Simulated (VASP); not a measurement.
# Be (Im-3m) in VASP: notebook

The runs below take Be through single point, with BLYP.

All numbers are computed with VASP 6.6.1; they aren't measurements. Logs are shortened: lines on timing, memory, paths and dates and some standing lists are left out, and cuts for length are marked.

## (1) The cell of the first run

It takes space group Im-3m (No. 229, cubic). The conventional cell has a = 2.398 Å, b = 2.398 Å, c = 2.398 Å, α = 90.00°, β = 90.00°, γ = 90.00°. Within 2.7 Å of Be (site symmetry m-3m) lie 14 Be at 2.08 to 2.40 Å.

## (2) Single point, BLYP (volume scaled by 0.88)

INCAR reads:

```
  PREC = Accurate
  ENCUT = 520
  EDIFF = 1E-6
  ISMEAR = -1
  SIGMA = 0.1
  LREAL = F
  LASPH = T
  NELM = 100
  ALGO = Normal
  ISIF = 2
  LWAVE = F
  LCHARG = F
  GGA = B5
  ALDAX = 1.0
  AGGAX = 1.0
  AGGAC = 1.0
  ALDAC = 0.0
  NBANDS = 7
```

KPOINTS reads:

```
Automatic mesh
0
Gamma
  20 20 20
```

POSCAR reads:

```
Be
1.0
   -1.1989877788      1.1989877788      1.1989877788
    1.1989877788     -1.1989877788      1.1989877788
    1.1989877788      1.1989877788     -1.1989877788
Be
1
Direct
    0.0000000000      0.0000000000      0.0000000000
```

Potentials or basis: VASP PAW PBE potentials, release 64 (Be).

Started as:

```sh
$ cat potpaw_PBE.64/Be/POTCAR > POTCAR
$ mpirun -np 1 vasp_std > vasp.out
```

OUTCAR:

```text
PREC = Accurate
   ENCUT = 520
   EDIFF = 1E-6
   ISMEAR = -1
   LREAL = F
   LASPH = T
   NELM = 100
   ISIF = 2
   GGA = B5

 ion  position               nearest neighbor table
   1  0.000  0.000  0.000-

  LATTYP: Found a body centered cubic cell.
 ALAT       =     2.3979755576

  Lattice vectors:

 A1 = (  -1.1989877788,   1.1989877788,   1.1989877788)
 A2 = (   1.1989877788,  -1.1989877788,   1.1989877788)
 A3 = (   1.1989877788,   1.1989877788,  -1.1989877788)

Analysis of symmetry for initial positions (statically):
=====================================================================
 Subroutine PRICEL returns:
 Original cell was already a primitive cell.

 Routine SETGRP: Setting up the symmetry group for a
 body centered cubic supercell.

 Subroutine GETGRP returns: Found 48 space group operations
 (whereof 48 operations were pure point group operations)
 out of a pool of 48 trial point group operations.

The static configuration has the point symmetry O_h .

Analysis of symmetry for dynamics (positions and initial velocities):
=====================================================================
 Subroutine PRICEL returns:
 Original cell was already a primitive cell.

 Routine SETGRP: Setting up the symmetry group for a
 body centered cubic supercell.

 Subroutine GETGRP returns: Found 48 space group operations
 (whereof 48 operations were pure point group operations)
 out of a pool of 48 trial point group operations.

The dynamic configuration has the point symmetry O_h .

 Subroutine INISYM returns: Found 48 space group operations
 (whereof 48 operations are pure point group operations),
 and found     1 'primitive' translations

----------------------------------------------------------------------------------------

                                     Primitive cell

  volume of cell :       6.8945

  direct lattice vectors                    reciprocal lattice vectors
    -1.198987779  1.198987779  1.198987779     0.000000000  0.417018429  0.417018429
     1.198987779 -1.198987779  1.198987779     0.417018429  0.000000000  0.417018429
     1.198987779  1.198987779 -1.198987779     0.417018429  0.417018429  0.000000000

  length of vectors
     2.076707751  2.076707751  2.076707751     0.589753118  0.589753118  0.589753118

  position of ions in fractional coordinates (direct lattice)
     0.000000000  0.000000000  0.000000000

[... 68 lines left out ...]
   ICHARG =      2    charge: 1-file 2-atom 10-const
   ISPIN  =      1    spin polarized calculation?
   LNONCOLLINEAR =      F non collinear calculations
   LSORBIT =      F    spin-orbit coupling
   LASPH  =      T    aspherical Exc in radial PAW
   ENCUT  =  520.0 eV  38.22 Ry    6.18 a.u.   3.86  3.86  3.86*2*pi/ulx,y,z
   NELM   =    100;   NELMIN=  2; NELMDL= -5     # of ELM steps
   EDIFF  = 0.1E-05   stopping-criterion for ELM
   LREAL  =      F    real-space projection
   EDIFFG = 0.1E-04   stopping-criterion for IOM
   NSW    =      0    number of steps for IOM
   IBRION =     -1    ionic relax: 0-MD 1-quasi-New 2-CG
   NFREE  =      0    steps in history (QN), initial steepest desc. (CG)
   ISIF   =      2    stress and relaxation
   ISYM   =      2    0-nonsym 1-usesym 2-fastsym
   POTIM  = 0.5000    time-step for ionic-motion
   TEBEG  =    0.0;   TEEND  =   0.0 temperature during run
   PSTRESS=    0.0 pullay stress
   NELECT =       2.0000    total number of electrons
   NUPDOWN=      -1.0000    fix difference up-down
   EMIN   =  10.00;   EMAX   =-10.00  energy-range for DOS
   EFERMI =   0.00;   METHOD = LEGACY
   ISMEAR =    -1;   SIGMA  =   0.10  broadening in eV -4-tet -1-fermi 0-gaus
   EFERMI_NEDOS =   21; number of points for ismear=-14 and -15
   IALGO  =     38    algorithm
   IMIX   =      4    mixing-type and parameters
     AMIX     =   0.40;   BMIX     =  1.00
     AMIX_MAG =   1.60;   BMIX_MAG =  1.00
  volume/ion in A,a.u.               =       6.89        46.53
  Fermi-wavevector in a.u.,A,eV,Ry     =   1.083719  2.047932 15.979324  1.174447
  Thomas-Fermi vector in A             =   2.219792
   LORBIT       =      0    0 simple, 1 ext, 2 COOP (PROOUT), +10 PAW based schemes
   GGA     = B5    functional components
   LHFCALC =     F    Hartree Fock is set to
   AEXX    =    0.0000 exact exchange contribution
   IVDW    =     0    specifies the selected vdW correction
   LEPSILON=     F    determine dielectric tensor
   LRPA    =     F    only Hartree local field effects (RPA)
 non-spin polarized calculation
  energy-cutoff  :      520.00
  volume of cell :        6.89
 maximum number of plane-waves:       196
   NGX =  7   NGY =  7   NGZ =  7

 number of electron       2.0000000 magnetization

 Free energy of the ion-electron system (eV)
  ---------------------------------------------------
  ext. energy  EPLUGINS =         0.00000000
  ---------------------------------------------------
  free energy    TOTEN  =        -2.94672008 eV

  energy without entropy =       -2.94338007  energy(sigma->0) =       -2.94505008

 E-fermi :   9.5470     XC(G=0): -10.5431

 val. band max:        9.5215418635   @ k =  -0.3500  -0.4000   0.0500
 cond. band min:       9.5530376711   @ k =   0.3000   0.2500   0.1500
 fundamental gap:      0.0314958075
 Fermi energy:         9.5470197954

 k-point     1 :       0.0000    0.0000    0.0000
  band No.  band energies     occupation
      1      -3.3952      2.00000
      2      30.7659      0.00000
      3      30.7659      0.00000
      4      30.7659      0.00000
      5      43.0884      0.00000
      6      43.0884      0.00000
      7      43.0884      0.00000
[... 221 lines left out ...]
 k-point    24 :       0.2500    0.1000    0.0000
  band No.  band energies     occupation
      1       0.1587      2.00000
      2      17.9592      0.00000
      3      23.3195      0.00000
      4      26.2573      0.00000
      5      36.5024      0.00000
      6      37.5654      0.00000
      7      45.0424      0.00000

 [... further k-points ...]
[... 5 lines left out ...]
  --------------------------------------------------------------------------------------
  -------------------------------------------------------------------------------------
  Total        0.8279230      0.8279230      0.8279230     -0.0000000      0.0000000      0.0000000
  in kB      192.3961137    192.3961137    192.3961137     -0.0000000      0.0000000      0.0000000
  external PRESSURE =     192.3961137 kB  Pullay stress =       0.0000000 kB

 VOLUME and BASIS-vectors are now :
 -----------------------------------------------------------------------------
  energy-cutoff  :      520.00
  volume of cell :        6.89
      direct lattice vectors                 reciprocal lattice vectors
    -1.198987779  1.198987779  1.198987779     0.000000000  0.417018429  0.417018429
     1.198987779 -1.198987779  1.198987779     0.417018429  0.000000000  0.417018429
     1.198987779  1.198987779 -1.198987779     0.417018429  0.417018429  0.000000000

 POSITION                                       TOTAL-FORCE (eV/Angst)
 -----------------------------------------------------------------------------------
      0.00000      0.00000      0.00000         0.000000     -0.000000     -0.000000
 -----------------------------------------------------------------------------------
    total drift:                               -0.000000     -0.000000      0.000000

  FREE ENERGIE OF THE ION-ELECTRON SYSTEM (eV)
  ---------------------------------------------------
  free  energy   TOTEN  =        -2.9467200822 eV

  energy  without entropy=       -2.9433800679  energy(sigma->0) =       -2.94505008
```

OSZICAR:

```text
N       E                     dE             d eps       ncg     rms          rms(c)
DAV:   1    -0.156377191609E+01   -0.15638E+01   -0.11113E+03  3969   0.232E+02
DAV:   2    -0.301215998932E+01   -0.14484E+01   -0.14129E+01  4865   0.271E+01
DAV:   3    -0.301445005897E+01   -0.22901E-02   -0.22898E-02  4046   0.931E-01
DAV:   4    -0.301445042149E+01   -0.36252E-06   -0.36275E-06  5306   0.119E-02
DAV:   5    -0.301445042122E+01    0.27462E-09   -0.57164E-10  4200   0.603E-05    0.874E-01
DAV:   6    -0.296499478546E+01    0.49456E-01   -0.41770E-03  4039   0.509E-01    0.534E-01
DAV:   7    -0.294678589856E+01    0.18209E-01   -0.38775E-03  3878   0.548E-01    0.692E-02
DAV:   8    -0.294671885387E+01    0.67045E-04   -0.44893E-05  4669   0.552E-02    0.884E-03
DAV:   9    -0.294672083275E+01   -0.19789E-05   -0.34116E-06  3815   0.195E-02    0.115E-03
DAV:  10    -0.294672008221E+01    0.75054E-06   -0.17692E-07  2289   0.351E-03
   1 F= -.29467201E+01 E0= -.29450501E+01  d E =-.334001E-02
```

stdout:

```text
POSCAR found type information on POSCAR Be
 POSCAR found :  1 types and       1 ions
 scaLAPACK will be used
 -----------------------------------------------------------------------------
|                                                                             |
|                                                                             |
|     You enforced a specific xc type in the INCAR file but a different       |
|     I HOPE YOU KNOW WHAT YOU ARE DOING!                                     |
|                                                                             |
 -----------------------------------------------------------------------------

 LDA part: xc-table for (Slater(with rela. corr.)+VWN5), standard interpolation
 POSCAR, INCAR and KPOINTS ok, starting setup
 FFT: planning ... GRIDC
 FFT: planning ... GRID_SOFT
 FFT: planning ... GRID
 WAVECAR not read
 entering main loop
```

Run time: 3.4 s. Hardware: 1 thread of Intel Xeon 6975P-C (Granite Rapids), shared host; peak memory 0.11 GiB.

Results:

```yaml
Free_energy: -2.9467 eV
Pressure: 19.2 GPa
Band_gap_on_the_k_mesh: zero (band 1 reaches 13.88 eV, above the bottom of band 2 at 8.11 eV)
```

Caveat: the PAW data sets were made with another functional, which shifts forces and pressure a little.

## (3) Single point, BLYP (volume scaled by 0.92)

INCAR reads:

```
PREC     = Accurate       # precision mode
ENCUT    = 520            # plane-wave cutoff, eV
EDIFF    = 1E-6           # SCF threshold, eV
ISMEAR   = -1             # smearing method
SIGMA    = 0.1            # smearing width, eV
LREAL    = False          # projectors in reciprocal space
LASPH    = True           # aspherical terms in the spheres
NELM     = 80             # most SCF steps
ALGO     = Normal         # electronic algorithm
ISIF     = 2              # what is computed and relaxed
LWAVE    = False          # write WAVECAR
LCHARG   = True           # write CHGCAR
GGA      = B5             # functional
ALDAX    = 1.0          
AGGAX    = 1.0          
AGGAC    = 1.0          
ALDAC    = 0.0          
LELF     = True           # ELF
LVHAR    = True         
NBANDS   = 7              # bands
```

KPOINTS reads:

```
regular mesh
0
Gamma
  20 20 20
```

POSCAR reads:

```
Be
1.0
   -1.2168857575      1.2168857575      1.2168857575
    1.2168857575     -1.2168857575      1.2168857575
    1.2168857575      1.2168857575     -1.2168857575
Be
1
Direct
    0.0000000000      0.0000000000      0.0000000000
```

Potentials or basis: VASP PAW PBE potentials, release 64 (Be).

Started as:

```sh
$ cat potpaw_PBE.64/Be/POTCAR > POTCAR
$ mpirun -np 1 vasp_std > vasp.out
```

OUTCAR:

```text
PREC = Accurate
   ENCUT = 520
   EDIFF = 1E-6
   ISMEAR = -1
   LREAL = False
   LASPH = True
   NELM = 80
   ISIF = 2
   GGA = B5

 ion  position               nearest neighbor table
   1  0.000  0.000  0.000-

  LATTYP: Found a body centered cubic cell.
 ALAT       =     2.4337715150

  Lattice vectors:

 A1 = (  -1.2168857575,   1.2168857575,   1.2168857575)
 A2 = (   1.2168857575,  -1.2168857575,   1.2168857575)
 A3 = (   1.2168857575,   1.2168857575,  -1.2168857575)

Analysis of symmetry for initial positions (statically):
=====================================================================
 Subroutine PRICEL returns:
 Original cell was already a primitive cell.

 Routine SETGRP: Setting up the symmetry group for a
 body centered cubic supercell.

 Subroutine GETGRP returns: Found 48 space group operations
 (whereof 48 operations were pure point group operations)
 out of a pool of 48 trial point group operations.

[... 152 lines left out ...]
  ---------------------------------------------------
  ext. energy  EPLUGINS =         0.00000000
  ---------------------------------------------------
  free energy    TOTEN  =        -2.97671969 eV

  energy without entropy =       -2.97321183  energy(sigma->0) =       -2.97496576

 E-fermi :   9.1352     XC(G=0): -10.3921

 val. band max:        9.1142343056   @ k =  -0.3500  -0.4000   0.0500
 cond. band min:       9.1487143888   @ k =   0.3000   0.2500   0.1500
 fundamental gap:      0.0344800833
 Fermi energy:         9.1351941929

 k-point     1 :       0.0000    0.0000    0.0000
  band No.  band energies     occupation
      1      -3.5431      2.00000
      2      29.5779      0.00000
      3      29.5779      0.00000
      4      29.5779      0.00000
      5      41.7266      0.00000
      6      41.7266      0.00000
      7      41.7266      0.00000
[... 221 lines left out ...]
 k-point    24 :       0.2500    0.1000    0.0000
  band No.  band energies     occupation
      1      -0.0415      2.00000
      2      17.2461      0.00000
      3      22.4017      0.00000
      4      25.2851      0.00000
      5      35.2901      0.00000
      6      36.2906      0.00000
      7      43.5898      0.00000

 [... further k-points ...]
[... 5 lines left out ...]
  --------------------------------------------------------------------------------------
  -------------------------------------------------------------------------------------
  Total        0.5236263      0.5236263      0.5236263      0.0000000     -0.0000000      0.0000000
  in kB      116.3918710    116.3918710    116.3918710      0.0000000     -0.0000000      0.0000000
  external PRESSURE =     116.3918710 kB  Pullay stress =       0.0000000 kB

 VOLUME and BASIS-vectors are now :
 -----------------------------------------------------------------------------
  energy-cutoff  :      520.00
  volume of cell :        7.21
      direct lattice vectors                 reciprocal lattice vectors
    -1.216885758  1.216885758  1.216885758     0.000000000  0.410884914  0.410884914
     1.216885758 -1.216885758  1.216885758     0.410884914  0.000000000  0.410884914
     1.216885758  1.216885758 -1.216885758     0.410884914  0.410884914  0.000000000

 POSITION                                       TOTAL-FORCE (eV/Angst)
 -----------------------------------------------------------------------------------
      0.00000      0.00000      0.00000         0.000000      0.000000     -0.000000
 -----------------------------------------------------------------------------------
    total drift:                                0.000000     -0.000000      0.000000

  FREE ENERGIE OF THE ION-ELECTRON SYSTEM (eV)
  ---------------------------------------------------
  free  energy   TOTEN  =        -2.9767196883 eV

  energy  without entropy=       -2.9732118318  energy(sigma->0) =       -2.97496576
```

stdout:

```text
POSCAR found type information on POSCAR Be
 POSCAR found :  1 types and       1 ions
 scaLAPACK will be used
 -----------------------------------------------------------------------------
|                                                                             |
|                                                                             |
|     You enforced a specific xc type in the INCAR file but a different       |
|     I HOPE YOU KNOW WHAT YOU ARE DOING!                                     |
|                                                                             |
 -----------------------------------------------------------------------------

 LDA part: xc-table for (Slater(with rela. corr.)+VWN5), standard interpolation
 POSCAR, INCAR and KPOINTS ok, starting setup
 FFT: planning ... GRIDC
 FFT: planning ... GRID_SOFT
 FFT: planning ... GRID
 WAVECAR not read
 entering main loop
```

Wall time 3.6 s (1 thread of Intel Xeon 6975P-C (Granite Rapids), shared host); peak memory 0.11 GiB.

Results:

```
Free energy            : -2.9767 eV
Pressure               : 11.6 GPa
Band gap on the k mesh : zero (band 1 reaches 13.31 eV, above the bottom of band 2 at 7.75 eV)
```

Caveat: the PAW data sets were made with another functional, which shifts forces and pressure a little.
